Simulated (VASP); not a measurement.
A run of VASP 6.6.1 is set up as follows.

The input POSCAR:

```
Na2S
1.0
    0.0000000000      3.2554324508      3.2554324508
    3.2554324508      0.0000000000      3.2554324508
    3.2554324508      3.2554324508      0.0000000000
S Na
1 2
Direct
    0.0000000000      0.0000000000      0.0000000000
    0.2500000000      0.2500000000      0.2500000000
    0.7500000000      0.7500000000      0.7500000000
```

The input INCAR.step1:

```
PREC = Accurate ; ENCUT = 400
EDIFF = 1E-5 ; ISMEAR = 0
SIGMA = 0.01 ; LREAL = False
LASPH = True ; NELM = 120
ALGO = Normal ; ISIF = 2
LWAVE = True ; LCHARG = False
NBANDS = 17 ; GGA = PE
GGA_COMPAT = False
```

The input INCAR.step2:

```
PREC = Accurate ; ENCUT = 400
EDIFF = 1E-6 ; ISMEAR = 0
SIGMA = 0.01 ; LREAL = False
LASPH = True ; NELM = 120
ALGO = Normal ; ISIF = 2
LWAVE = False ; LCHARG = False
GGA = PE ; LHFCALC = True
AEXX = 0.05 ; PRECFOCK = Normal
NBANDS = 17 ; ISTART = 1
GGA_COMPAT = False
```

The input KPOINTS:

```
Automatic mesh
0
Gamma
  4 4 4
```

Potentials or basis: VASP PAW PBE potentials, release 64 (S, Na_pv).

Run with:

```bash
$ cat potpaw_PBE.64/S/POTCAR potpaw_PBE.64/Na_pv/POTCAR > POTCAR
$ cp INCAR.step1 INCAR
$ mpirun -np 1 vasp_std > vasp.out
$ cp INCAR.step2 INCAR
$ mpirun -np 1 vasp_std > vasp.out
```

Estimate the pressure.

0.5 GPa.

Estimate the band gap on the k mesh.

2.86 eV.

Caveat: the structure was generated, so it needn't be the stable form of Na2S; the PAW data sets were made with another functional, which shifts forces and pressure a little.
